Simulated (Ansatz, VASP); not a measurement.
One calculation of Rb, two programs

```
Rb
1.0
     4.26722   -6.36913    0.00000
     4.26722    6.36913    0.00000
     0.00000    0.00000    9.64708
Rb
5
Direct
  0.50000 0.00000 0.25000
  0.00000 0.50000 0.75000
  0.00000 0.50000 0.25000
  0.50000 0.00000 0.75000
  0.00000 0.00000 0.00000
```

Alike in both runs: task single point; functional PBE; k mesh 4 × 4 × 2; occupations gaussian, width 0.1 eV; no spin polarisation.

|  | VASP | Ansatz |
| --- | --- | --- |
| version | VASP 6.6.1 | Ansatz 0.2.0 |
| potentials or method | VASP PAW PBE potentials, release 64 (Rb_sv), cutoff 520 eV | scalar-relativistic, plane waves, PAW |
| valence electrons in the cell | 45 | 45 |

```csv
,VASP,Ansatz,Ansatz less VASP
gap on the k mesh at the Fermi level (eV),none,none,-
pressure (GPa),0.4,0.4,0.00
"traceless stress, the component that is largest in VASP (GPa)",0.44,0.44,0.000
rms of the force components (eV/Å),0.049,0.049,-0.0001
```

Atom by atom the forces differ by 0.000 eV/Å (rms over components). A gap of «none» marks a metal or a gap that the smearing closes.
